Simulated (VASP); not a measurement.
The system is K2S.

```
K S
1.0
     0.00000    3.69550    3.69550
     3.69550    0.00000    3.69550
     3.69550    3.69550    0.00000
K S
2 1
Direct
  0.25000 0.25000 0.25000
  0.75000 0.75000 0.75000
  0.00000 0.00000 0.00000
```

Base run:

| Quantity | Value |
| --- | --- |
| Program | VASP 6.6.1 |
| Functional | RPBE |
| Potentials or basis | VASP PAW PBE potentials, release 64 (K_sv, S) |
| Cutoff | 500 eV |
| k mesh | 6 × 6 × 6 |
| Occupations | gaussian, width 0.05 eV |
| Spin | no spin polarisation |

Its results: band gap on the k mesh 2.66 eV (least direct gap 2.85 eV); pressure 1.8 GPa.

Question: The run is repeated on the same cell with these changes: functional from RPBE to PBE. What comes out?

Answer: Band gap on the k mesh 2.39 eV (least direct gap 2.59 eV); pressure 0.6 GPa.

PBE binds more tightly than RPBE, so the same cell stands under less pressure.

Caveats: the PAW data sets were made with another functional, which shifts forces and pressure a little (at least some runs).

A k mesh can miss the band edges.
